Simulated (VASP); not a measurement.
# SiNi (rocksalt type) (Fm-3m) in VASP: a series of runs

Runs on SiNi (rocksalt type). Level: r2SCAN. Tasks: single point, relaxation of cell and atoms.

Everything below comes from runs of VASP 6.6.1. Logs are shortened: lines on timing, memory, paths and dates and some standing lists are left out, and cuts for length are marked.

## Step 1: The cell of the first run

The structure is cubic, space group Fm-3m (No. 225). Conventional cell: a = 4.705 Å, b = 4.705 Å, c = 4.705 Å, α = 90.00°, β = 90.00°, γ = 90.00°. Within 3.1 Å of Ni (site symmetry m-3m) lie 6 Si at 2.35 Å. Si (site symmetry m-3m) has 6 Ni at 2.35 Å within 3.1 Å.

## Step 2: Single point, r2SCAN

File POSCAR:

```
SiNi
1.0
    0.0000000000      2.3524447620      2.3524447620
    2.3524447620      0.0000000000      2.3524447620
    2.3524447620      2.3524447620      0.0000000000
Ni Si
1 1
Direct
    0.0000000000      0.0000000000      0.0000000000
    0.5000000000      0.5000000000      0.5000000000
```

File INCAR.step1:

```
SYSTEM = SiNi
  PREC = Accurate
  ENCUT = 520
  ISMEAR = -1
  SIGMA = 0.05
  LREAL = .False.
  LASPH = .True.
  NELM = 100
  NBANDS = 14
  GGA = PE
  ALGO = Normal
  EDIFF = 1E-4
  LWAVE = .True.
  LCHARG = .False.
```

File INCAR.step2:

```
SYSTEM = SiNi
  PREC = Accurate
  ENCUT = 520
  EDIFF = 1E-6
  ISMEAR = -1
  SIGMA = 0.05
  LREAL = .False.
  LASPH = .True.
  NELM = 100
  ALGO = Normal
  ISIF = 2
  LWAVE = .False.
  LCHARG = .True.
  METAGGA = R2SCAN
  LMIXTAU = .True.
  LELF = .True.
  LVHAR = .True.
  NBANDS = 14
  ISTART = 1
```

File KPOINTS:

```
Automatic mesh
0
Gamma
  16 16 16
  0 0 0
```

Potentials or basis: VASP PAW PBE potentials, release 64 (Ni, Si).

The run is started by

```bash
$ cat potpaw_PBE.64/Ni/POTCAR potpaw_PBE.64/Si/POTCAR > POTCAR
$ cp INCAR.step1 INCAR
$ mpirun -np 1 vasp_std > vasp.out
$ cp INCAR.step2 INCAR
$ mpirun -np 1 vasp_std > vasp.out
```

OUTCAR:

```text
SYSTEM = SiNi
   PREC = Accurate
   ENCUT = 520
   EDIFF = 1E-6
   ISMEAR = -1
   LREAL = .False.
   LASPH = .True.
   NELM = 100
   ISIF = 2
   METAGGA = R2SCAN
   ISTART = 1

 ion  position               nearest neighbor table
   1  0.000  0.000  0.000-   2 2.35   2 2.35   2 2.35   2 2.35   2 2.35   2 2.35
   2  0.500  0.500  0.500-   1 2.35   1 2.35   1 2.35   1 2.35   1 2.35   1 2.35

  LATTYP: Found a face centered cubic cell.
 ALAT       =     4.7048895240

  Lattice vectors:

 A1 = (   0.0000000000,   2.3524447620,   2.3524447620)
 A2 = (   2.3524447620,   0.0000000000,   2.3524447620)
 A3 = (   2.3524447620,   2.3524447620,   0.0000000000)

Analysis of symmetry for initial positions (statically):
=====================================================================
 Subroutine PRICEL returns:
 Original cell was already a primitive cell.

 Routine SETGRP: Setting up the symmetry group for a
 face centered cubic supercell.

 Subroutine GETGRP returns: Found 48 space group operations
 (whereof 48 operations were pure point group operations)
 out of a pool of 48 trial point group operations.

The static configuration has the point symmetry O_h .

Analysis of symmetry for dynamics (positions and initial velocities):
=====================================================================
 Subroutine PRICEL returns:
 Original cell was already a primitive cell.

 Routine SETGRP: Setting up the symmetry group for a
 face centered cubic supercell.

 Subroutine GETGRP returns: Found 48 space group operations
 (whereof 48 operations were pure point group operations)
 out of a pool of 48 trial point group operations.

The dynamic configuration has the point symmetry O_h .

 Subroutine INISYM returns: Found 48 space group operations
 (whereof 48 operations are pure point group operations),
 and found     1 'primitive' translations

----------------------------------------------------------------------------------------

                                     Primitive cell

  volume of cell :      26.0368

  direct lattice vectors                    reciprocal lattice vectors
     0.000000000  2.352444762  2.352444762    -0.212544842  0.212544842  0.212544842
     2.352444762  0.000000000  2.352444762     0.212544842 -0.212544842  0.212544842
     2.352444762  2.352444762  0.000000000     0.212544842  0.212544842 -0.212544842

  length of vectors
     3.326859287  3.326859287  3.326859287     0.368138465  0.368138465  0.368138465

  position of ions in fractional coordinates (direct lattice)
     0.000000000  0.000000000  0.000000000
     0.500000000  0.500000000  0.500000000

  ion indices of the primitive-cell ions
   primitive index   ion index
                 1           1
                 2           2

----------------------------------------------------------------------------------------

 KPOINTS: Automatic mesh

Automatic generation of k-mesh.
 Grid dimensions read from file:
 generate k-points for:   16   16   16

 Generating k-lattice:

  Cartesian coordinates                     Fractional coordinates (reciprocal lattice)
    -0.013284053  0.013284053  0.013284053     0.062500000  0.000000000  0.000000000
     0.013284053 -0.013284053  0.013284053     0.000000000  0.062500000  0.000000000
     0.013284053  0.013284053 -0.013284053     0.000000000  0.000000000  0.062500000

  Length of vectors
     0.023008654  0.023008654  0.023008654

  Shift w.r.t. Gamma in fractional coordinates (k-lattice)
     0.000000000  0.000000000  0.000000000

 Subroutine IBZKPT returns following result:
 ===========================================

 Found    145 irreducible k-points:

 Following reciprocal coordinates:
            Coordinates               Weight
  0.000000  0.000000  0.000000      1.000000
  0.062500  0.000000  0.000000      8.000000
  0.125000  0.000000  0.000000      8.000000
  0.187500  0.000000  0.000000      8.000000
  0.250000  0.000000  0.000000      8.000000
  0.312500  0.000000  0.000000      8.000000
[... 16 lines left out ...]
 -0.125000  0.062500  0.000000     24.000000
 -0.062500  0.062500  0.000000     12.000000
 [... further k-points ...]
   k-points           NKPTS =    145   k-points in BZ     NKDIM =    145   number of bands    NBANDS=     14
   number of dos      NEDOS =    301   number of ions     NIONS =      2
   total plane-waves  NPLWV =  21952
   dimension x,y,z NGX =    28 NGY =   28 NGZ =   28
   dimension x,y,z NGXF=    56 NGYF=   56 NGZF=   56
   ions per type =               1   1
   NGX,Y,Z   is equivalent  to a cutoff of  13.99, 13.99, 13.99 a.u.
   NGXF,Y,Z  is equivalent  to a cutoff of  27.98, 27.98, 27.98 a.u.
 SYSTEM =  SiNi
   PREC   = accura    normal or accurate (medium, high low for compatibility)
   ISTART =      1    job   : 0-new  1-cont  2-samecut
   ICHARG =      0    charge: 1-file 2-atom 10-const
   ISPIN  =      1    spin polarized calculation?
   LNONCOLLINEAR =      F non collinear calculations
   LSORBIT =      F    spin-orbit coupling
   LASPH  =      T    aspherical Exc in radial PAW
   ENCUT  =  520.0 eV  38.22 Ry    6.18 a.u.   6.19  6.19  6.19*2*pi/ulx,y,z
   NELM   =    100;   NELMIN=  2; NELMDL=  0     # of ELM steps
   EDIFF  = 0.1E-05   stopping-criterion for ELM
   LREAL  =      F    real-space projection
   EDIFFG = 0.1E-04   stopping-criterion for IOM
   NSW    =      0    number of steps for IOM
   IBRION =     -1    ionic relax: 0-MD 1-quasi-New 2-CG
   NFREE  =      0    steps in history (QN), initial steepest desc. (CG)
   ISIF   =      2    stress and relaxation
   ISYM   =      2    0-nonsym 1-usesym 2-fastsym
   POTIM  = 0.5000    time-step for ionic-motion
   TEBEG  =    0.0;   TEEND  =   0.0 temperature during run
   PSTRESS=    0.0 pullay stress
   NELECT =      14.0000    total number of electrons
   NUPDOWN=      -1.0000    fix difference up-down
   EMIN   =  10.00;   EMAX   =-10.00  energy-range for DOS
   EFERMI =   0.00;   METHOD = LEGACY
   ISMEAR =    -1;   SIGMA  =   0.05  broadening in eV -4-tet -1-fermi 0-gaus
   EFERMI_NEDOS =   21; number of points for ismear=-14 and -15
   IALGO  =     38    algorithm
   IMIX   =      4    mixing-type and parameters
     AMIX     =   0.40;   BMIX     =  1.00
     AMIX_MAG =   1.60;   BMIX_MAG =  1.00
  volume/ion in A,a.u.               =      13.02        87.85
  Fermi-wavevector in a.u.,A,eV,Ry     =   1.331235  2.515669 24.112065  1.772187
  Thomas-Fermi vector in A             =   2.460261
   LORBIT       =      0    0 simple, 1 ext, 2 COOP (PROOUT), +10 PAW based schemes
   METAGGA = R2SCAN    functional components
   LHFCALC =     F    Hartree Fock is set to
   AEXX    =    0.0000 exact exchange contribution
   IVDW    =     0    specifies the selected vdW correction
   LEPSILON=     F    determine dielectric tensor
   LRPA    =     F    only Hartree local field effects (RPA)
 non-spin polarized calculation
  energy-cutoff  :      520.00
  volume of cell :       26.04
 maximum number of plane-waves:       725
 NGX is ok and might be reduce to    28
   NGX = 13   NGY = 13   NGZ = 13

 number of electron      14.0000007 magnetization

 Free energy of the ion-electron system (eV)
  ---------------------------------------------------
  ext. energy  EPLUGINS =         0.00000000
  ---------------------------------------------------
  free energy    TOTEN  =       -20.49691346 eV

  energy without entropy =      -20.48608703  energy(sigma->0) =      -20.49150024

 E-fermi :   9.2086     XC(G=0): -12.6615

 val. band max:        9.2085874161   @ k =   0.3750   0.1875   0.0625
 cond. band min:       9.2093046436   @ k =  -0.3750   0.3750   0.1250
 fundamental gap:      0.0007172275
 Fermi energy:         9.2086451298

 k-point     1 :       0.0000    0.0000    0.0000
  band No.  band energies     occupation
      1      -3.5548      2.00000
      2       6.4955      2.00000
      3       6.4955      2.00000
      4       6.4955      2.00000
      5       6.6324      2.00000
      6       6.6324      2.00000
      7      13.5519      0.00000
      8      13.5519      0.00000
      9      13.5519      0.00000
     10      19.7764      0.00000
     11      19.7764      0.00000
     12      19.7764      0.00000
     13      22.3801      0.00000
     14      23.2523      0.00000

 k-point     2 :       0.0625    0.0000    0.0000
  band No.  band energies     occupation
      1      -3.4730      2.00000
      2       6.4542      2.00000
      3       6.5028      2.00000
      4       6.5028      2.00000
      5       6.6104      2.00000
      6       6.6104      2.00000
      7      13.1165      0.00000
      8      13.5864      0.00000
      9      13.5864      0.00000
     10      19.4736      0.00000
     11      19.8592      0.00000
     12      19.8592      0.00000
     13      22.9842      0.00000
     14      23.5002      0.00000

 k-point     3 :       0.1250    0.0000    0.0000
  band No.  band energies     occupation
      1      -3.2288      2.00000
      2       6.3212      2.00000
      3       6.4378      2.00000
      4       6.4378      2.00000
      5       6.6385      2.00000
      6       6.6385      2.00000
      7      12.0542      0.00000
      8      13.6852      0.00000
      9      13.6852      0.00000
     10      18.9215      0.00000
     11      20.0016      0.00000
     12      20.0016      0.00000
     13      22.2095      0.00000
     14      22.2096      0.00000
[... 324 lines left out ...]
 k-point    23 :      -0.1250    0.0625    0.0000
  band No.  band energies     occupation
      1      -3.0402      2.00000
      2       6.2429      2.00000
      3       6.3501      2.00000
      4       6.3650      2.00000
      5       6.6221      2.00000
      6       6.7401      2.00000
      7      11.6764      0.00000
      8      12.9162      0.00000
      9      14.2469      0.00000
     10      18.8430      0.00000
     11      19.9003      0.00000
     12      19.9211      0.00000
     13      20.8062      0.00000
     14      22.6477      0.00000

 k-point    24 :      -0.0625    0.0625    0.0000
  band No.  band energies     occupation
      1      -3.3373      2.00000
      2       6.3991      2.00000
      3       6.4573      2.00000
      4       6.5109      2.00000
      5       6.5423      2.00000
      6       6.6569      2.00000
      7      12.7321      0.00000
      8      13.1168      0.00000
      9      13.9010      0.00000
     10      19.1858      0.00000
     11      19.8988      0.00000
     12      19.9962      0.00000
     13      21.9032      0.00000
     14      23.1957      0.00000

 [... further k-points ...]
[... 5 lines left out ...]
  --------------------------------------------------------------------------------------
  -------------------------------------------------------------------------------------
  Total       -0.0072754     -0.0072754     -0.0072754      0.0000000     -0.0000000      0.0000000
  in kB       -0.4476903     -0.4476903     -0.4476903      0.0000000     -0.0000000      0.0000000
  external PRESSURE =      -0.4476903 kB  Pullay stress =       0.0000000 kB

 VOLUME and BASIS-vectors are now :
 -----------------------------------------------------------------------------
  energy-cutoff  :      520.00
  volume of cell :       26.04
      direct lattice vectors                 reciprocal lattice vectors
     0.000000000  2.352444762  2.352444762    -0.212544842  0.212544842  0.212544842
     2.352444762  0.000000000  2.352444762     0.212544842 -0.212544842  0.212544842
     2.352444762  2.352444762  0.000000000     0.212544842  0.212544842 -0.212544842

 POSITION                                       TOTAL-FORCE (eV/Angst)
 -----------------------------------------------------------------------------------
      0.00000      0.00000      0.00000        -0.000000      0.000000     -0.000000
      2.35244      2.35244      2.35244         0.000000     -0.000000      0.000000
 -----------------------------------------------------------------------------------
    total drift:                               -0.000000     -0.000000      0.000000

  FREE ENERGIE OF THE ION-ELECTRON SYSTEM (eV)
  ---------------------------------------------------
  free  energy   TOTEN  =       -20.4969134610 eV

  energy  without entropy=      -20.4860870258  energy(sigma->0) =      -20.49150024
```

Run time: 6.5 min. Hardware: 1 thread of Intel Xeon 8259CL, shared host; peak memory 0.21 GiB.

Results:

```yaml
Free_energy: -20.4969 eV
Pressure: 0.0 GPa
Band_gap_on_the_k_mesh: zero (bands 7 and 8 overlap by 5.48 eV)
```

Caveat: the PAW data sets were made with another functional, which shifts forces and pressure a little. Spin polarisation is off, so any magnetic state and its effect on volume and gap are missing.

(Continued in part 2 of 2.)
